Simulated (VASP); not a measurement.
# Ca (I4_1/amd) in VASP: single point with PBE

Aim: the single point of Ca with PBE.

All numbers are computed with VASP 6.6.1; they aren't measurements. Logs are shortened: lines on timing, memory, paths and dates and some standing lists are left out, and cuts for length are marked.

## Step 1: The cell of the first run

It takes space group I4_1/amd (No. 141, tetragonal). Conventional cell: a = 6.828 Å, b = 6.828 Å, c = 3.693 Å, α = 90.00°, β = 90.00°, γ = 90.00°. Ca (site symmetry -4m2) has 10 Ca at 3.54 to 4.40 Å within 4.6 Å.

## Step 2: Single point, PBE

File POSCAR:

```
Ca
1.0
   -3.4139015891      3.4139015891      1.8465460143
    3.4139015891     -3.4139015891      1.8465460143
    3.4139015891      3.4139015891     -1.8465460143
Ca
2
Direct
   -0.3750000000     -0.1250000000     -0.2500000000
    0.3750000000      0.1250000000      0.2500000000
```

File INCAR.step1:

```
PREC = Accurate ; ENCUT = 520
EDIFF = 1E-6 ; ISMEAR = -1
SIGMA = 0.05 ; LREAL = F
LASPH = T ; NELM = 100
ALGO = Normal ; ISIF = 2
LWAVE = F ; LCHARG = T
GGA = PE ; NBANDS = 17
```

File KPOINTS.step1:

```
Automatic mesh
0
Gamma
  12 12 12
```

File INCAR.step2:

```
PREC = Accurate ; ENCUT = 520
EDIFF = 1E-6 ; ISMEAR = -5
SIGMA = 0.05 ; LREAL = F
LASPH = T ; NELM = 100
ALGO = Normal ; ISIF = 2
LWAVE = F ; LCHARG = F
GGA = PE ; LORBIT = 11
NEDOS = 2001 ; ICHARG = 11
```

File KPOINTS.step2:

```
Automatic mesh
0
Gamma
  18 18 18
```

Potentials or basis: VASP PAW PBE potentials, release 64 (Ca_sv).

Launch:

```
$ cat potpaw_PBE.64/Ca_sv/POTCAR > POTCAR
$ cp INCAR.step1 INCAR
$ cp KPOINTS.step1 KPOINTS
$ mpirun -np 1 vasp_std > vasp.out
$ cp INCAR.step2 INCAR
$ cp KPOINTS.step2 KPOINTS
$ mpirun -np 1 vasp_std > vasp.out
```

OUTCAR:

```text
PREC = Accurate
   ENCUT = 520
   EDIFF = 1E-6
   ISMEAR = -5
   LREAL = F
   LASPH = T
   NELM = 100
   ISIF = 2
   GGA = PE
   LORBIT = 11
   ICHARG = 11

 ion  position               nearest neighbor table
   1  0.625  0.875  0.750-
   2  0.375  0.125  0.250-

  LATTYP: Found a body centered tetragonal cell.
 ALAT       =     6.8278031782
 C/A-ratio  =     0.5408902296

  Lattice vectors:

 A1 = (  -3.4139015891,   3.4139015891,   1.8465460143)
 A2 = (   3.4139015891,  -3.4139015891,   1.8465460143)
 A3 = (   3.4139015891,   3.4139015891,  -1.8465460143)

Analysis of symmetry for initial positions (statically):
=====================================================================
 Subroutine PRICEL returns:
 Original cell was already a primitive cell.

 Routine SETGRP: Setting up the symmetry group for a
 body centered tetragonal supercell.

 Subroutine GETGRP returns: Found 16 space group operations
 (whereof  4 operations were pure point group operations)
 out of a pool of 16 trial point group operations.

The static configuration has the point symmetry C_2h.
 The point group associated with its full space group is D_4h.

Analysis of symmetry for dynamics (positions and initial velocities):
=====================================================================
 Subroutine PRICEL returns:
 Original cell was already a primitive cell.

 Routine SETGRP: Setting up the symmetry group for a
 body centered tetragonal supercell.

 Subroutine GETGRP returns: Found 16 space group operations
 (whereof  4 operations were pure point group operations)
 out of a pool of 16 trial point group operations.

The dynamic configuration has the point symmetry C_2h.
 The point group associated with its full space group is D_4h.

 Subroutine INISYM returns: Found 16 space group operations
 (whereof  4 operations are pure point group operations),
 and found     1 'primitive' translations

----------------------------------------------------------------------------------------

                                     Primitive cell

  volume of cell :      86.0839

  direct lattice vectors                    reciprocal lattice vectors
    -3.413901589  3.413901589  1.846546014     0.000000000  0.146459992  0.270775814
     3.413901589 -3.413901589  1.846546014     0.146459992  0.000000000  0.270775814
     3.413901589  3.413901589 -1.846546014     0.146459992  0.146459992  0.000000000

  length of vectors
     5.169059905  5.169059905  5.169059905     0.307847480  0.307847480  0.207125707
[... 100 lines left out ...]
   IALGO  =     38    algorithm
   IMIX   =      4    mixing-type and parameters
     AMIX     =   0.40;   BMIX     =  1.00
     AMIX_MAG =   1.60;   BMIX_MAG =  1.00
  volume/ion in A,a.u.               =      43.04       290.46
  Fermi-wavevector in a.u.,A,eV,Ry     =   1.006416  1.901850 13.780971  1.012873
  Thomas-Fermi vector in A             =   2.139157
   LORBIT       =     11    0 simple, 1 ext, 2 COOP (PROOUT), +10 PAW based schemes
   GGA     = PE    functional components
   LHFCALC =     F    Hartree Fock is set to
   AEXX    =    0.0000 exact exchange contribution
   IVDW    =     0    specifies the selected vdW correction
   LEPSILON=     F    determine dielectric tensor
   LRPA    =     F    only Hartree local field effects (RPA)
 non-spin polarized calculation
 Fermi weights with tetrahedron method with Bloechl corrections
  energy-cutoff  :      520.00
  volume of cell :       86.08
 maximum number of plane-waves:      2359

 number of electron      20.0000002 magnetization

 Free energy of the ion-electron system (eV)
  ---------------------------------------------------
  ext. energy  EPLUGINS =         0.00000000
  ---------------------------------------------------
  free energy    TOTEN  =        -3.34042641 eV

  energy without entropy =       -3.34042641  energy(sigma->0) =       -3.34042641

 E-fermi :   1.8066     XC(G=0):  -7.6634

 val. band max:        1.8262928126   @ k =   0.3333   0.1111   0.0556
 cond. band min:       1.7638505504   @ k =  -0.2222   0.2222   0.2222
 fundamental gap:     -0.0624422622
 Fermi energy:         1.8065595157

 k-point     1 :       0.0000    0.0000    0.0000
  band No.  band energies     occupation
      1     -40.3451      2.00000
      2     -40.3110      2.00000
      3     -21.4035      2.00000
      4     -21.4035      2.00000
      5     -21.2543      2.00000
      6     -21.2518      2.00000
      7     -21.2396      2.00000
      8     -21.2396      2.00000
      9      -2.0717      2.00000
     10       1.6129      2.00000
     11       2.6192      0.00000
     12       2.9716      0.00000
     13       3.5119      0.00000
     14       4.4783      0.00000
[... 377 lines left out ...]
      1     -40.3398      2.00000
      2     -40.3114      2.00000
      3     -21.4006      2.00000
      4     -21.3814      2.00000
      5     -21.2925      2.00000
      6     -21.2825      2.00000
      7     -21.2522      2.00000
      8     -21.2372      2.00000
      9      -1.5306      2.00000
     10       1.7501      1.89469
     11       2.6860      0.00000
     12       3.0320      0.00000
     13       3.5089      0.00000
     14       3.8604      0.00000

 [... further k-points ...]

------------------------ aborting loop because EDIFF is reached ----------------------------------------

  FORCE on cell =-STRESS in cart. coord.  units (eV):
  Direction    XX          YY          ZZ          XY          YZ          ZX
  --------------------------------------------------------------------------------------
  -------------------------------------------------------------------------------------
  Total       -0.0479310     -0.0479310     -0.0240261      0.0000000     -0.0000000      0.0000000
  in kB       -0.8920823     -0.8920823     -0.4471683      0.0000000     -0.0000000      0.0000000
  external PRESSURE =      -0.7437777 kB  Pullay stress =       0.0000000 kB

 VOLUME and BASIS-vectors are now :
 -----------------------------------------------------------------------------
  energy-cutoff  :      520.00
  volume of cell :       86.08
      direct lattice vectors                 reciprocal lattice vectors
    -3.413901589  3.413901589  1.846546014     0.000000000  0.146459992  0.270775814
     3.413901589 -3.413901589  1.846546014     0.146459992  0.000000000  0.270775814
     3.413901589  3.413901589 -1.846546014     0.146459992  0.146459992  0.000000000

 POSITION                                       TOTAL-FORCE (eV/Angst)
 -----------------------------------------------------------------------------------
      3.41390      1.70695      1.38491        -0.000000     -0.000000      0.000000
      0.00000      1.70695      0.46164         0.000000      0.000000     -0.000000
 -----------------------------------------------------------------------------------
    total drift:                               -0.000000     -0.000000      0.000000

  FREE ENERGIE OF THE ION-ELECTRON SYSTEM (eV)
  ---------------------------------------------------
  free  energy   TOTEN  =        -3.3404264123 eV

  energy  without entropy=       -3.3404264123  energy(sigma->0) =       -3.34042641

 total charge

# of ion       s       p       d       tot
------------------------------------------
    1        2.082   5.831   0.172   8.086
    2        2.082   5.831   0.172   8.086
--------------------------------------------------
tot          4.165  11.662   0.345  16.172
```

Run time: 11 min. Hardware: 1 thread of Intel Xeon 8259CL, shared host; peak memory 0.64 GiB.

What came out:

| Property | Result |
| --- | --- |
| Valence electrons inside the program's atomic spheres | Ca 8.09 |

Levels at points of the mesh, in eV from the Fermi level:
```
           k point  band 7  band 8  band 9  band 10  band 11  band 12  band 13  band 14
(0.00, 0.00, 0.00)  -23.05  -23.05   -3.88    -0.19     0.81     1.17     1.71     2.67
(0.50, 0.00, 0.00)  -23.10  -23.04   -0.81    -0.29     0.10     1.16     1.34     1.79
(0.50, 0.50, 0.00)  -23.05  -23.05   -2.16    -2.16     1.17     1.17     1.55     1.55
(0.50, 0.50, 0.50)  -23.03  -23.03   -1.11    -1.11    -0.40    -0.40     1.67     1.67
```
